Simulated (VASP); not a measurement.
# Mg (Im-3m) in VASP: further runs

Runs on Mg. Level: LDA. Tasks: single point.

Program: VASP 6.6.1. These are calculated values, not measurements. Logs are shortened: lines on timing, memory, paths and dates and some standing lists are left out, and cuts for length are marked.

**1. The cell of the first run**

Symmetry: Im-3m, No. 229, cubic system. Conventional cell: a = 3.546 Å, b = 3.546 Å, c = 3.546 Å, α = 90.00°, β = 90.00°, γ = 90.00°. Mg (site symmetry m-3m) has 14 Mg at 3.07 to 3.55 Å within 4.0 Å.

**2. Single point, LDA**

INCAR

```
PREC = Accurate
ENCUT = 520
EDIFF = 1E-7
ISMEAR = 0
SIGMA = 0.1
LREAL = F
LASPH = T
NELM = 60
ALGO = Normal
ISIF = 2
LWAVE = F
LCHARG = F
GGA = CA
NBANDS = 7
```

KPOINTS

```
Automatic mesh
0
Gamma
  11 11 11
```

POSCAR

```
Mg
1.0
   -1.7727644967      1.7727644967      1.7727644967
    1.7727644967     -1.7727644967      1.7727644967
    1.7727644967      1.7727644967     -1.7727644967
Mg
1
Direct
    0.0000000000      0.0000000000      0.0000000000
```

Potentials or basis: VASP PAW LDA potentials, release 64 (Mg).

Run with:

```bash
> cat potpaw_LDA.64/Mg/POTCAR > POTCAR
> mpirun -np 1 vasp_std > vasp.out
```

OUTCAR:

```text
PREC = Accurate
   ENCUT = 520
   EDIFF = 1E-7
   ISMEAR = 0
   LREAL = F
   LASPH = T
   NELM = 60
   ISIF = 2
   GGA = CA

 ion  position               nearest neighbor table
   1  0.000  0.000  0.000-

  LATTYP: Found a body centered cubic cell.
 ALAT       =     3.5455289934

  Lattice vectors:

 A1 = (  -1.7727644967,   1.7727644967,   1.7727644967)
 A2 = (   1.7727644967,  -1.7727644967,   1.7727644967)
 A3 = (   1.7727644967,   1.7727644967,  -1.7727644967)

Analysis of symmetry for initial positions (statically):
=====================================================================
 Subroutine PRICEL returns:
 Original cell was already a primitive cell.

 Routine SETGRP: Setting up the symmetry group for a
 body centered cubic supercell.

 Subroutine GETGRP returns: Found 48 space group operations
 (whereof 48 operations were pure point group operations)
 out of a pool of 48 trial point group operations.

The static configuration has the point symmetry O_h .

Analysis of symmetry for dynamics (positions and initial velocities):
=====================================================================
 Subroutine PRICEL returns:
 Original cell was already a primitive cell.

 Routine SETGRP: Setting up the symmetry group for a
 body centered cubic supercell.

 Subroutine GETGRP returns: Found 48 space group operations
 (whereof 48 operations were pure point group operations)
 out of a pool of 48 trial point group operations.

The dynamic configuration has the point symmetry O_h .

 Subroutine INISYM returns: Found 48 space group operations
 (whereof 48 operations are pure point group operations),
 and found     1 'primitive' translations

----------------------------------------------------------------------------------------

                                     Primitive cell

  volume of cell :      22.2850

  direct lattice vectors                    reciprocal lattice vectors
    -1.772764497  1.772764497  1.772764497     0.000000000  0.282045360  0.282045360
     1.772764497 -1.772764497  1.772764497     0.282045360  0.000000000  0.282045360
     1.772764497  1.772764497 -1.772764497     0.282045360  0.282045360  0.000000000

  length of vectors
     3.070518178  3.070518178  3.070518178     0.398872373  0.398872373  0.398872373

  position of ions in fractional coordinates (direct lattice)
     0.000000000  0.000000000  0.000000000

  ion indices of the primitive-cell ions
   primitive index   ion index
                 1           1

----------------------------------------------------------------------------------------

 KPOINTS: Automatic mesh

Automatic generation of k-mesh.
 Grid dimensions read from file:
 generate k-points for:   11   11   11

 Generating k-lattice:

  Cartesian coordinates                     Fractional coordinates (reciprocal lattice)
     0.000000000  0.025640487  0.025640487     0.090909091  0.000000000  0.000000000
     0.025640487  0.000000000  0.025640487     0.000000000  0.090909091  0.000000000
     0.025640487  0.025640487  0.000000000     0.000000000  0.000000000  0.090909091

  Length of vectors
     0.036261125  0.036261125  0.036261125

  Shift w.r.t. Gamma in fractional coordinates (k-lattice)
     0.000000000  0.000000000  0.000000000

 Subroutine IBZKPT returns following result:
 ===========================================

 Found     56 irreducible k-points:

 Following reciprocal coordinates:
            Coordinates               Weight
  0.000000  0.000000  0.000000      1.000000
  0.090909  0.000000  0.000000     12.000000
  0.181818  0.000000  0.000000     12.000000
  0.272727  0.000000  0.000000     12.000000
  0.363636  0.000000  0.000000     12.000000
  0.454545  0.000000  0.000000     12.000000
[... 16 lines left out ...]
  0.272727  0.181818  0.090909     48.000000
  0.363636  0.181818  0.090909     24.000000
 [... further k-points ...]
   k-points           NKPTS =     56   k-points in BZ     NKDIM =     56   number of bands    NBANDS=      7
   number of dos      NEDOS =    301   number of ions     NIONS =      1
   total plane-waves  NPLWV =  13824
   dimension x,y,z NGX =    24 NGY =   24 NGZ =   24
   dimension x,y,z NGXF=    48 NGYF=   48 NGZF=   48
   ions per type =               1
   NGX,Y,Z   is equivalent  to a cutoff of  12.99, 12.99, 12.99 a.u.
   NGXF,Y,Z  is equivalent  to a cutoff of  25.99, 25.99, 25.99 a.u.
 SYSTEM =  unknown system
   PREC   = accura    normal or accurate (medium, high low for compatibility)
   ISTART =      0    job   : 0-new  1-cont  2-samecut
   ICHARG =      2    charge: 1-file 2-atom 10-const
   ISPIN  =      1    spin polarized calculation?
   LNONCOLLINEAR =      F non collinear calculations
   LSORBIT =      F    spin-orbit coupling
   LASPH  =      T    aspherical Exc in radial PAW
   ENCUT  =  520.0 eV  38.22 Ry    6.18 a.u.   5.71  5.71  5.71*2*pi/ulx,y,z
   NELM   =     60;   NELMIN=  2; NELMDL= -5     # of ELM steps
   EDIFF  = 0.1E-06   stopping-criterion for ELM
   LREAL  =      F    real-space projection
   EDIFFG = 0.1E-05   stopping-criterion for IOM
   NSW    =      0    number of steps for IOM
   IBRION =     -1    ionic relax: 0-MD 1-quasi-New 2-CG
   NFREE  =      0    steps in history (QN), initial steepest desc. (CG)
   ISIF   =      2    stress and relaxation
   ISYM   =      2    0-nonsym 1-usesym 2-fastsym
   POTIM  = 0.5000    time-step for ionic-motion
   TEBEG  =    0.0;   TEEND  =   0.0 temperature during run
   PSTRESS=    0.0 pullay stress
   NELECT =       2.0000    total number of electrons
   NUPDOWN=      -1.0000    fix difference up-down
   EMIN   =  10.00;   EMAX   =-10.00  energy-range for DOS
   EFERMI =   0.00;   METHOD = LEGACY
   ISMEAR =     0;   SIGMA  =   0.10  broadening in eV -4-tet -1-fermi 0-gaus
   EFERMI_NEDOS =   21; number of points for ismear=-14 and -15
   IALGO  =     38    algorithm
   IMIX   =      4    mixing-type and parameters
     AMIX     =   0.40;   BMIX     =  1.00
     AMIX_MAG =   1.60;   BMIX_MAG =  1.00
  volume/ion in A,a.u.               =      22.29       150.39
  Fermi-wavevector in a.u.,A,eV,Ry     =   0.732960  1.385094  7.309469  0.537231
  Thomas-Fermi vector in A             =   1.825552
   LORBIT       =      0    0 simple, 1 ext, 2 COOP (PROOUT), +10 PAW based schemes
   GGA     = CA    functional components
   LHFCALC =     F    Hartree Fock is set to
   AEXX    =    0.0000 exact exchange contribution
   IVDW    =     0    specifies the selected vdW correction
   LEPSILON=     F    determine dielectric tensor
   LRPA    =     F    only Hartree local field effects (RPA)
 non-spin polarized calculation
 Gauss-broadening in eV      SIGMA  =   0.10
  energy-cutoff  :      520.00
  volume of cell :       22.29
 maximum number of plane-waves:       615
   NGX = 11   NGY = 11   NGZ = 11

 number of electron       2.0000000 magnetization

 Free energy of the ion-electron system (eV)
  ---------------------------------------------------
  ext. energy  EPLUGINS =         0.00000000
  ---------------------------------------------------
  free energy    TOTEN  =        -1.78162014 eV

  energy without entropy =       -1.78010613  energy(sigma->0) =       -1.78086313

 E-fermi :   2.6251     XC(G=0):  -8.7802

 val. band max:        2.5852824775   @ k =   0.3636   0.1818   0.0909
 cond. band min:       2.7207123734   @ k =  -0.4545   0.4545   0.0909
 fundamental gap:      0.1354298959
 Fermi energy:         2.6251099179

 k-point     1 :       0.0000    0.0000    0.0000
  band No.  band energies     occupation
      1      -4.4199      2.00000
      2      15.7663      0.00000
      3      15.7663      0.00000
      4      15.7663      0.00000
      5      17.8614      0.00000
      6      17.8619      0.00000
      7      17.8670      0.00000

 k-point     2 :       0.0909    0.0000    0.0000
  band No.  band energies     occupation
      1      -4.2218      2.00000
      2      13.7656      0.00000
      3      14.9271      0.00000
      4      14.9517      0.00000
      5      16.4317      0.00000
      6      16.8782      0.00000
      7      18.1755      0.00000

 k-point     3 :       0.1818    0.0000    0.0000
  band No.  band energies     occupation
      1      -3.6302      2.00000
      2      10.6127      0.00000
      3      13.6233      0.00000
      4      13.8457      0.00000
      5      15.0943      0.00000
      6      16.0802      0.00000
      7      18.8028      0.00000

 k-point     4 :       0.2727    0.0000    0.0000
  band No.  band energies     occupation
      1      -2.6523      2.00000
      2       7.6177      0.00000
      3      12.5401      0.00000
      4      12.9725      0.00000
      5      14.0743      0.00000
      6      15.2871      0.00000
      7      19.7035      0.00000

 k-point     5 :       0.3636    0.0000    0.0000
  band No.  band energies     occupation
      1      -1.3010      2.00000
      2       4.9092      0.00000
      3      11.7958      0.00000
      4      12.3857      0.00000
      5      13.3929      0.00000
      6      14.6663      0.00000
      7      20.6841      0.00000
[... 161 lines left out ...]
 k-point    22 :       0.1818    0.1818    0.0909
  band No.  band energies     occupation
      1      -1.1098      2.00000
      2       6.6950      0.00000
      3       7.3967      0.00000
      4       9.4480      0.00000
      5      18.6118      0.00000
      6      19.0416      0.00000
      7      20.7335      0.00000

 k-point    23 :       0.2727    0.1818    0.0909
  band No.  band energies     occupation
      1       0.4019      2.00000
      2       4.4863      0.00000
      3       6.5903      0.00000
      4       8.8706      0.00000
      5      18.4458      0.00000
      6      19.7089      0.00000
      7      21.0277      0.00000

 k-point    24 :       0.3636    0.1818    0.0909
  band No.  band energies     occupation
      1       1.9952      2.00000
      2       2.5853      1.42673
      3       6.3885      0.00000
      4       8.6830      0.00000
      5      18.3156      0.00000
      6      19.8812      0.00000
      7      21.6216      0.00000

 [... further k-points ...]
[... 5 lines left out ...]
  --------------------------------------------------------------------------------------
  -------------------------------------------------------------------------------------
  Total       -0.2277792     -0.2277792     -0.2277792      0.0000000      0.0000000      0.0000000
  in kB      -16.3761420    -16.3761420    -16.3761420      0.0000000      0.0000000      0.0000000
  external PRESSURE =     -16.3761420 kB  Pullay stress =       0.0000000 kB

 VOLUME and BASIS-vectors are now :
 -----------------------------------------------------------------------------
  energy-cutoff  :      520.00
  volume of cell :       22.29
      direct lattice vectors                 reciprocal lattice vectors
    -1.772764497  1.772764497  1.772764497     0.000000000  0.282045360  0.282045360
     1.772764497 -1.772764497  1.772764497     0.282045360  0.000000000  0.282045360
     1.772764497  1.772764497 -1.772764497     0.282045360  0.282045360  0.000000000

 POSITION                                       TOTAL-FORCE (eV/Angst)
 -----------------------------------------------------------------------------------
      0.00000      0.00000      0.00000        -0.000000      0.000000     -0.000000
 -----------------------------------------------------------------------------------
    total drift:                                0.000000      0.000000     -0.000000

  FREE ENERGIE OF THE ION-ELECTRON SYSTEM (eV)
  ---------------------------------------------------
  free  energy   TOTEN  =        -1.7816201352 eV

  energy  without entropy=       -1.7801061294  energy(sigma->0) =       -1.78086313
```

It took 6.3 s on 1 thread of Intel Xeon 8259CL, shared host; peak memory 0.13 GiB.

Results:

```yaml
Free_energy: -1.7816 eV
Pressure: -1.6 GPa
Band_gap_on_the_k_mesh: zero (band 1 reaches 4.93 eV, above the bottom of band 2 at 1.84 eV)
```

**3. Single point, LDA**

INCAR

```
ALGO = Normal
EDIFF = 1E-6
ENCUT = 520
GGA = CA
ISIF = 2
ISMEAR = 0
LASPH = T
LCHARG = T
LELF = T
LREAL = F
LVHAR = T
LWAVE = F
NBANDS = 7
NELM = 60
PREC = Accurate
SIGMA = 0.02
```

KPOINTS

```
k-points
0
Gamma
  11 11 11
```

POSCAR is that of step 2.

Potentials or basis: VASP PAW LDA potentials, release 64 (Mg).

Run with:

```bash
> cat potpaw_LDA.64/Mg/POTCAR > POTCAR
> mpirun -np 1 vasp_std > vasp.out
```

Wall time 6.1 s (1 thread of Intel Xeon 8259CL, shared host); peak memory 0.13 GiB.

It converged, with:

```yaml
Free_energy: -1.7808 eV
Pressure: -1.6 GPa
Band_gap_on_the_k_mesh: zero (band 1 reaches 4.93 eV, above the bottom of band 2 at 1.84 eV)
```

Levels at points of the mesh, in eV from the Fermi level:
| k point | band 1 | band 2 | band 3 | band 4 | band 5 |
| --- | --- | --- | --- | --- | --- |
| (0.00, 0.00, 0.00) | -7.01 | 13.17 | 13.17 | 13.17 | 15.27 |
